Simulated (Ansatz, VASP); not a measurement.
Given: the input of a run of Ansatz 0.2.0 on Cu.

Contents of input.yaml:

```yaml
crystal:
  lattice:
    - [0.0, 1.7830713297, 1.7830713297]
    - [1.7830713297, 0.0, 1.7830713297]
    - [1.7830713297, 1.7830713297, 0.0]
  atoms:
    - { symbol: Cu, position: [0.0, 0.0, 0.0] }
kpoints:
  mp_grid: { grid: [13, 13, 13] }
scf:
  occupations: { method: fermi_dirac, width: 0.05 }
hamiltonian:
  xc: lda
  pseudopotentials: { kind: all_electron, lapw: { basis_error: 0.001 } }
output:
  forces: true
  stress: true
  eigenvalues: true
```

Potentials or basis: all-electron LAPW, scalar-relativistic.

Run with:

```sh
$ ansatz run input.yaml --threads 1 --pin off --max-ram 3072MiB --backend cpu --events-out ev --progress --plain --runs-dir out
```

**Question.** Set up the same calculation for VASP 6.6.1. Potentials there: VASP PAW LDA potentials, release 64 (Cu).

**Answer.** As run (the cutoff follows the program's own potentials):

File INCAR:

```
PREC = Accurate
ENCUT = 600
EDIFF = 1E-6
ISMEAR = -1
SIGMA = 0.05
LREAL = False
LASPH = True
NELM = 120
ALGO = Normal
ISIF = 2
LWAVE = False
LCHARG = False
NBANDS = 12
GGA_COMPAT = False
```

File KPOINTS:

```
regular mesh
0
Gamma
  13 13 13
```

POSCAR

```
Cu
1.0
    0.0000000000      1.7830713297      1.7830713297
    1.7830713297      0.0000000000      1.7830713297
    1.7830713297      1.7830713297      0.0000000000
Cu
1
Direct
    0.0000000000      0.0000000000      0.0000000000
```

Potentials or basis: VASP PAW LDA potentials, release 64 (Cu).

Run with:

```console
$ cat potpaw_LDA.64/Cu/POTCAR > POTCAR
$ mpirun -np 1 vasp_std > vasp.out
```

Both were run:

|  | VASP | Ansatz | Ansatz less VASP |
| --- | --- | --- | --- |
| gap on the k mesh at the Fermi level (eV) | none | none | - |
| pressure (GPa) | -6.1 | -7.1 | -0.91 |

LDA's correlation is that of Perdew and Zunger in VASP and of Perdew and Wang (1992) in Ansatz. A gap of «none» marks a metal or a gap that the smearing closes. Ansatz ran all-electron here, and VASP with PAW potentials.
